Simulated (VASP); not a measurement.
# KH2 in VASP: further runs, part 2 of 2

VASP 6.6.1.

## 4. Relaxation of cell and atoms, PBE

INCAR

```
PREC     = Accurate       # precision mode
ENCUT    = 600            # plane-wave cutoff, eV
EDIFF    = 1E-6           # SCF threshold, eV
ISMEAR   = 0              # smearing method
SIGMA    = 0.02           # smearing width, eV
LREAL    = False          # projectors in reciprocal space
LASPH    = True           # aspherical terms in the spheres
NELM     = 60             # most SCF steps
ALGO     = Normal         # electronic algorithm
ISIF     = 3              # what is computed and relaxed
LWAVE    = False          # write WAVECAR
LCHARG   = False          # write CHGCAR
GGA      = PE             # functional
IBRION   = 2              # ionic algorithm
NSW      = 100            # ionic steps
EDIFFG   = -0.01          # ionic threshold
```

KPOINTS

```
Automatic mesh
0
Gamma
  6 6 4
```

POSCAR

```
KH2
1.0
    3.9363961033     -2.5543457510      0.0000000000
    3.9363961033      2.5543457510      0.0000000000
   -0.1918280945      0.0000000000      5.6490250624
K H
2 4
Direct
    0.8290240533      0.8290240533      0.7477667377
    0.1709759467      0.1709759467      0.2522332623
    0.5401749274      0.5401749274      0.0418182560
    0.1847922776      0.1847922776      0.7484671373
    0.4598250726      0.4598250726      0.9581817440
    0.8152077224      0.8152077224      0.2515328627
```

Potentials or basis: VASP PAW PBE potentials, release 64 (K_sv, H).

Run with:

```bash
> cat potpaw_PBE.64/K_sv/POTCAR potpaw_PBE.64/H/POTCAR > POTCAR
> mpirun -np 1 vasp_std > vasp.out
```

OUTCAR:

```text
PREC = Accurate
   ENCUT = 600
   EDIFF = 1E-6
   ISMEAR = 0
   LREAL = False
   LASPH = True
   NELM = 60
   ISIF = 3
   GGA = PE
   IBRION = 2
   NSW = 100
   EDIFFG = -0.01

 ion  position               nearest neighbor table
   1  0.829  0.829  0.748-
   2  0.171  0.171  0.252-
   3  0.540  0.540  0.042-   5 0.78
   4  0.185  0.185  0.748-
   5  0.460  0.460  0.958-   3 0.78
   6  0.815  0.815  0.252-

  LATTYP: Found a base centered monoclinic cell.
 ALAT       =     7.8727922066
 B/A-ratio  =     0.6489046539
 C/A-ratio  =     0.7179512680
 COS(beta)  =    -0.0339381728

  Lattice vectors:

 A1 = (   3.9363961033,  -2.5543457510,   0.0000000000)
 A2 = (   3.9363961033,   2.5543457510,   0.0000000000)
 A3 = (  -0.1918280945,   0.0000000000,   5.6490250624)

Analysis of symmetry for initial positions (statically):
=====================================================================
 Subroutine PRICEL returns:
 Original cell was already a primitive cell.

 Routine SETGRP: Setting up the symmetry group for a
 base centered monoclinic supercell.

 Subroutine GETGRP returns: Found  4 space group operations
 (whereof  4 operations were pure point group operations)
 out of a pool of  4 trial point group operations.

The static configuration has the point symmetry C_2h.

[... 249 lines left out ...]

 number of electron      22.0000000 magnetization

 Free energy of the ion-electron system (eV)
  ---------------------------------------------------
  ext. energy  EPLUGINS =         0.00000000
  ---------------------------------------------------
  free energy    TOTEN  =       -16.28319454 eV

  energy without entropy =      -16.28319454  energy(sigma->0) =      -16.28319454

 E-fermi :  -1.5700     XC(G=0):  -6.8069

 val. band max:       -1.7670314359   @ k =  -0.3333   0.3333   0.5000
 cond. band min:       1.4714992442   @ k =   0.5000   0.0000   0.5000
 fundamental gap:      3.2385306801
 Fermi energy:        -1.5699673973

 k-point     1 :       0.0000    0.0000    0.0000
  band No.  band energies     occupation
      1     -30.9264      2.00000
      2     -30.8895      2.00000
      3     -14.5339      2.00000
      4     -14.4498      2.00000
      5     -14.4346      2.00000
      6     -14.3680      2.00000
      7     -14.3468      2.00000
      8     -14.2796      2.00000
      9      -8.2582      2.00000
     10      -2.7022      2.00000
     11      -2.0821      2.00000
     12       3.6309      0.00000
     13       3.7260      0.00000
     14       3.7938      0.00000
[... 401 lines left out ...]
      2     -30.8976      2.00000
      3     -14.5211      2.00000
      4     -14.4651      2.00000
      5     -14.4416      2.00000
      6     -14.3886      2.00000
      7     -14.3786      2.00000
      8     -14.3019      2.00000
      9      -8.1538      2.00000
     10      -2.4017      2.00000
     11      -1.8970      2.00000
     12       2.3867      0.00000
     13       3.3622      0.00000
     14       3.8841      0.00000
     15       4.4047      0.00000

 [... further k-points ...]

------------------------ aborting loop because EDIFF is reached ----------------------------------------

  FORCE on cell =-STRESS in cart. coord.  units (eV):
  Direction    XX          YY          ZZ          XY          YZ          ZX
  --------------------------------------------------------------------------------------
  -------------------------------------------------------------------------------------
  Total        0.0232840      0.0175234      0.0226894      0.0000000      0.0000000      0.0119134
  in kB        0.3286520      0.2473415      0.3202595      0.0000000      0.0000000      0.1681568
  external PRESSURE =       0.2987510 kB  Pullay stress =       0.0000000 kB
[... 21 lines left out ...]
  FREE ENERGIE OF THE ION-ELECTRON SYSTEM (eV)
  ---------------------------------------------------
  free  energy   TOTEN  =       -16.2831945442 eV

  energy  without entropy=      -16.2831945442  energy(sigma->0) =      -16.28319454

 reached required accuracy - stopping structural energy minimisation
```

CONTCAR:

```text
KH2
   1.00000000000000
     3.9341113918834716   -2.5545307357037013   -0.0018142759484424
     3.9341113918834716    2.5545307357037013   -0.0018142759484424
    -0.1943203776317224    0.0000000000000000    5.6474218453820111
  K               H
     2     4
Direct
     0.8290137097117529    0.8290137097117529    0.7477552710984082
     0.1709862902882471    0.1709862902882471    0.2522447289015917
     0.5394497561769938    0.5394497561769938    0.0410825225944106
     0.1847924244013840    0.1847924244013840    0.7484648097681273
     0.4605502438230062    0.4605502438230062    0.9589174774055894
     0.8152075755986160    0.8152075755986160    0.2515351902318727

  0.00000000E+00  0.00000000E+00  0.00000000E+00
  0.00000000E+00  0.00000000E+00  0.00000000E+00
  0.00000000E+00  0.00000000E+00  0.00000000E+00
  0.00000000E+00  0.00000000E+00  0.00000000E+00
  0.00000000E+00  0.00000000E+00  0.00000000E+00
  0.00000000E+00  0.00000000E+00  0.00000000E+00
```

Wall time 3.6 min (1 thread of Intel Xeon 8259CL, shared host); peak memory 0.33 GiB.

What came out:

| Quantity | Value |
| --- | --- |
| Free energy | -16.2832 eV |
| Relaxed volume | 18.92 Å³/atom |
| Relaxed cell | a = 4.691 Å, b = 4.691 Å, c = 5.651 Å, α = 91.67°, β = 91.67°, γ = 65.99° |
| Space group after relaxing (to 0.1 Å) | C2/m (No. 12) |
| Energy gained by relaxing | 0.5 meV/atom |
| Ionic steps | 3 |
| Pressure after relaxing | 0.0 GPa |
| Largest force after relaxing | 0.008 eV/Å |
| Band gap on the k mesh | 3.24 eV (least direct gap 3.31 eV) |

Forces in eV/Å, atoms in the order of the input:
```
K   -0.006  0.000 -0.004
K    0.006  0.000  0.004
H   -0.006  0.000  0.003
H   -0.005  0.000 -0.002
H    0.006  0.000 -0.003
H    0.005  0.000  0.002
```

The path:
```
step  energy change (eV)  largest force (eV/Å)  pressure (GPa)  volume (Å³)
   1              0.0000                0.4274           -0.14       113.60
   2              0.0103                0.9639            0.39       113.33
   3             -0.0032                0.0076            0.03       113.51
```

Final structure:
```yaml
crystal:
  lattice:
    - [3.93411, -2.55453, -0.00181]
    - [3.93411, 2.55453, -0.00181]
    - [-0.19432, 0.00000, 5.64742]
  atoms:
    - { symbol: K, position: [0.82901, 0.82901, 0.74776] }
    - { symbol: K, position: [0.17099, 0.17099, 0.25224] }
    - { symbol: H, position: [0.53945, 0.53945, 0.04108] }
    - { symbol: H, position: [0.18479, 0.18479, 0.74846] }
    - { symbol: H, position: [0.46055, 0.46055, 0.95892] }
    - { symbol: H, position: [0.81521, 0.81521, 0.25154] }
```

Levels at points of the mesh, in eV from the valence-band top:
| k point | band 9 | band 10 | band 11 | band 12 | band 13 | band 14 |
| --- | --- | --- | --- | --- | --- | --- |
| (0.00, 0.00, 0.00) | -6.49 | -0.94 | -0.32 | 5.40 | 5.49 | 5.56 |
| (0.50, 0.00, 0.00) | -6.34 | -0.73 | -0.11 | 4.40 | 4.91 | 5.73 |
| (0.50, 0.50, 0.00) | -6.32 | -0.78 | -0.17 | 4.54 | 5.12 | 5.65 |
| (0.00, 0.00, 0.50) | -6.45 | -0.84 | -0.05 | 5.03 | 5.36 | 5.54 |
| (0.50, 0.00, 0.50) | -6.33 | -0.21 | -0.07 | 3.24 | 5.08 | 5.17 |
| (0.50, 0.50, 0.50) | -6.32 | -0.29 | -0.08 | 3.30 | 5.19 | 5.54 |

A k mesh can miss the band edges.

## 5. Summary

```tsv
task	cell	cutoff (eV)	smearing	gap on the mesh (eV)	pressure (GPa)	largest force (eV/Å)
single point	a = 4.694, b = 4.694, c = 5.653 Å, angles 91.6, 91.6, 66.0°, 6 atoms, atomic positions A	520	gaussian 0.02 eV	3.23	-0.1	0.01
single point	a = 4.683, b = 4.702, c = 5.652 Å, angles 91.6, 88.3, 114.0°, 6 atoms, atomic positions B	520	gaussian 0.1 eV	3.24	0.0	0.03
relaxation of cell and atoms	relaxed from a = 4.693, b = 4.693, c = 5.652 Å, angles 91.6, 91.6, 66.0°, 6 atoms, atomic positions C	600	gaussian 0.02 eV	3.24	0.0	0.01
```

Alike in all rows: level PBE; potentials or basis VASP PAW PBE potentials, release 64 (K_sv, H); no spin polarisation; k mesh 6 × 6 × 4.

Total energies depend on the potentials used, so only differences within one code and one set of settings carry meaning.
